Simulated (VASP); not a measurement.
Set up this calculation in VASP 6.6.1, as the native input.

```yaml
Task: single point
Functional: PBE
Potentials_or_basis: VASP PAW PBE potentials, release 64 (Ca_sv, Ga_d, As)
Cutoff: 520 eV
k_mesh: 12 × 12 × 12
Occupations: gaussian, width 0.1 eV
Spin: no spin polarisation
Dipole_correction: no
Further_INCAR_settings: ALGO = Fast; EDIFF = 1e-07; NBANDS = 21
```

The structure of CaGaAs lies in POSCAR:

```
CaGaAs
1.0
    4.4812860396      0.0000000030      0.0000000000
   -2.2406430224      3.8809075504      0.0000000000
    0.0000000000      0.0000000000      4.0857681368
Ca Ga As
1 1 1
Direct
    0.0000000000      0.0000000000      0.0000000000
    0.6666666667      0.3333333333      0.5000000000
    0.3333333333      0.6666666667      0.5000000000
```

The cell was generated, and may not be a known phase.

The input as run:

INCAR

```
SYSTEM = CaGaAs
PREC = Accurate
ENCUT = 520
EDIFF = 1E-7
ISMEAR = 0
SIGMA = 0.1
LREAL = .FALSE.
LASPH = .TRUE.
NELM = 100
ALGO = Fast
ISIF = 2
LWAVE = .FALSE.
LCHARG = .FALSE.
GGA = PE
NBANDS = 21
```

KPOINTS

```
Automatic mesh
0
G
  12 12 12
  0 0 0
```

Potentials or basis: VASP PAW PBE potentials, release 64 (Ca_sv, Ga_d, As).

The run is started by

```bash
$ cat potpaw_PBE.64/Ca_sv/POTCAR potpaw_PBE.64/Ga_d/POTCAR potpaw_PBE.64/As/POTCAR > POTCAR
$ mpirun -np 1 vasp_std > vasp.out
```

Results of the run:

```
Pressure               : 0.2 GPa
Band gap on the k mesh : zero (bands 14 and 15 overlap by 1.69 eV)
```

Run time: 8.4 min on 1 thread of Oxide Virtual Turin-like Processor (shared host), peak memory 0.33 GiB.
